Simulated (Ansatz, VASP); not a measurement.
One calculation of Zr, two programs

```
Zr
1.0
     3.23200    0.00000    0.00000
    -1.61600    2.79899    0.00000
     0.00000    0.00000    5.14700
Zr
2
Direct
  0.33333 0.66667 0.25000
  0.66667 0.33333 0.75000
```

Alike in both runs: task single point; functional LDA; k mesh 6 × 6 × 4; occupations gaussian, width 0.1 eV; no spin polarisation.

|  | VASP | Ansatz |
| --- | --- | --- |
| version | VASP 6.6.1 | Ansatz 0.2.0 |
| potentials or method | VASP PAW LDA potentials, release 64 (Zr_sv), cutoff 500 eV | scalar-relativistic, plane waves, PAW |
| valence electrons in the cell | 24 | 24 |

|  | VASP | Ansatz | Ansatz less VASP |
| --- | --- | --- | --- |
| gap on the k mesh at the Fermi level (eV) | none | none | - |
| pressure (GPa) | -6.2 | -6.3 | -0.10 |
| traceless stress, the component that is largest in VASP (GPa) | 0.43 | 0.43 | -0.003 |

LDA's correlation is that of Perdew and Zunger in VASP and of Perdew and Wang (1992) in Ansatz. A gap of «none» marks a metal or a gap that the smearing closes.

The k mesh is coarse, so the values compare programs but aren't converged.
